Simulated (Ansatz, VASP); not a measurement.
This is a calculation of CuO for Ansatz 0.2.0.

input.yaml

```yaml
crystal:
  lattice:
    - [3.1541828075, 0.0, 0.0]
    - [0.0, 3.1541828075, 0.0]
    - [0.0, 0.0, 4.6183260179]
  atoms:
    - { symbol: Cu, position: [0.0, 0.0, 0.0] }
    - { symbol: Cu, position: [0.5, 0.5, 0.0] }
    - { symbol: O, position: [0.5, 0.0, 0.267] }
    - { symbol: O, position: [0.0, 0.5, 0.733] }
hamiltonian:
  xc: r2scan
  pseudopotentials: { kind: paw }
kpoints:
  mp_grid: { grid: [8, 8, 6] }
scf:
  occupations: { method: fermi_dirac, width: 0.05 }
output:
  forces: true
  stress: true
  eigenvalues: true
```

Potentials or basis: Ansatz PAW.

Run with:

```sh
$ ansatz run input.yaml --threads 2 --pin off --max-ram 5632MiB --backend cpu --events-out ev --progress --plain --runs-dir out
```

Question: Set up the same calculation for VASP 6.6.1. Potentials there: VASP PAW PBE potentials, release 64 (Cu, O).

Answer: As run (the cutoff follows the program's own potentials):

POSCAR

```
CuO
1.0
    3.1541828075      0.0000000000      0.0000000000
    0.0000000000      3.1541828075      0.0000000000
    0.0000000000      0.0000000000      4.6183260179
Cu O
2 2
Direct
    0.0000000000      0.0000000000      0.0000000000
    0.5000000000      0.5000000000      0.0000000000
    0.5000000000      0.0000000000      0.2670000000
    0.0000000000      0.5000000000      0.7330000000
```

Contents of INCAR.step1:

```
SYSTEM = CuO
PREC = Accurate
ENCUT = 520
ISMEAR = -1
SIGMA = 0.05
LREAL = .FALSE.
LASPH = .TRUE.
NELM = 80
NBANDS = 25
GGA = PE
ALGO = Normal
EDIFF = 1E-4
LWAVE = .TRUE.
LCHARG = .FALSE.
```

INCAR.step2

```
SYSTEM = CuO
PREC = Accurate
ENCUT = 520
EDIFF = 1E-6
ISMEAR = -1
SIGMA = 0.05
LREAL = .FALSE.
LASPH = .TRUE.
NELM = 80
ALGO = Normal
ISIF = 2
LWAVE = .FALSE.
LCHARG = .FALSE.
METAGGA = R2SCAN
LMIXTAU = .TRUE.
NBANDS = 25
ISTART = 1
```

KPOINTS

```
regular mesh
0
G
  8 8 6
  0 0 0
```

Potentials or basis: VASP PAW PBE potentials, release 64 (Cu, O).

Launch:

```console
$ cat potpaw_PBE.64/Cu/POTCAR potpaw_PBE.64/O/POTCAR > POTCAR
$ cp INCAR.step1 INCAR
$ mpirun -np 1 vasp_std > vasp.out
$ cp INCAR.step2 INCAR
$ mpirun -np 1 vasp_std > vasp.out
```

Both were run:

|  | VASP | Ansatz | Ansatz less VASP |
| --- | --- | --- | --- |
| gap on the k mesh at the Fermi level (eV) | none | none | - |
| pressure (GPa) | 15.1 | 14.0 | -1.11 |
| traceless stress, the component that is largest in VASP (GPa) | -27.87 | -27.43 | +0.441 |
| rms of the force components (eV/Å) | 0.452 | 0.497 | +0.0453 |

VASP's potentials were made for PBE, not for r2SCAN. Atom by atom the forces differ by 0.045 eV/Å (rms over components). A gap of «none» marks a metal or a gap that the smearing closes. VASP's potentials hold 34 valence electrons a cell and Ansatz's 50, so a difference there can come from the potentials and not from the codes.
